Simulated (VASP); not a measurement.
Set up this calculation in VASP 6.6.1, as the native input.

```yaml
Task: single point
Functional: PBE
Dispersion: D3(BJ)
Potentials_or_basis: VASP PAW PBE potentials, release 64 (Ga_d, N, H)
Cutoff: 520 eV
k_mesh: 3 × 3 × 1
Occupations: gaussian, width 0.05 eV
Spin: no spin polarisation
Dipole_correction: yes
Further_INCAR_settings: LREAL = Auto; ALGO = Normal; EDIFF = 1e-06; NBANDS = 130
```

The structure of Ga3HN3 lies in POSCAR:

```
Ga3HN3
1.0
    6.3931260411      0.0000000000      0.0000000000
    0.0000000000      5.2085710300      0.0000000000
    0.0000000000      0.0000000000     23.9231762414
Ga N H
12 12 4
Direct
    0.5000000000      0.0008110332      0.3955912177
    0.0000000000      0.0008110332      0.3955912177
    0.7500000000      0.5008110332      0.4341633642
    0.2500000000      0.5008110332      0.4341633642
    0.7500000000      0.0092534471      0.5119692605
    0.2500000000      0.0092534471      0.5119692605
    0.0000000000      0.5011717743      0.5482280247
    0.5000000000      0.5011717743      0.5482280247
    0.0000000000      0.0091107655      0.6317566950
    0.5000000000      0.0091107655      0.6317566950
    0.2500000000      0.4726786588      0.6547677436
    0.7500000000      0.4726786588      0.6547677436
    0.5000000000      0.6241889668      0.3955912177
    0.0000000000      0.6241889668      0.3955912177
    0.7500000000      0.1241889668      0.4341633642
    0.2500000000      0.1241889668      0.4341633642
    0.7500000000      0.6293709579      0.5107827574
    0.2500000000      0.6293709579      0.5107827574
    0.0000000000      0.1268203981      0.5507125742
    0.5000000000      0.1268203981      0.5507125742
    0.0000000000      0.6329136894      0.6278601729
    0.5000000000      0.6329136894      0.6278601729
    0.2500000000      0.1265606493      0.6664320946
    0.7500000000      0.1265606493      0.6664320946
    0.5000000000      0.0963018984      0.3329049067
    0.0000000000      0.0963018984      0.3329049067
    0.5000000000      0.5564592450      0.3554041602
    0.0000000000      0.5564592450      0.3554041602
```

One way to write it, as run:

INCAR

```
  PREC = Accurate
  ENCUT = 520
  EDIFF = 1E-6
  ISMEAR = 0
  SIGMA = 0.05
  LREAL = Auto
  LASPH = True
  NELM = 100
  ALGO = Normal
  ISIF = 2
  LWAVE = False
  LCHARG = False
  LDIPOL = True
  IDIPOL = 3
  DIPOL = 0.5 0.5 0.504
  GGA = PE
  IVDW = 12
  NBANDS = 130
```

KPOINTS

```
regular mesh
0
Gamma
  3 3 1
```

Potentials or basis: VASP PAW PBE potentials, release 64 (Ga_d, N, H).

Run with:

```console
$ cat potpaw_PBE.64/Ga_d/POTCAR potpaw_PBE.64/N/POTCAR potpaw_PBE.64/H/POTCAR > POTCAR
$ mpirun -np 1 vasp_std > vasp.out
```

It gave:

```
Largest force              : 1.133 eV/Å
Band gap on the k mesh     : 1.82 eV
Dispersion energy per atom : -0.171 eV
```

It took 22 min on 1 thread of Intel(R) Xeon(R) Platinum 8259CL CPU @ 2.50GHz (Skylake/Cascade Lake), on a shared host, peak memory 0.84 GiB.
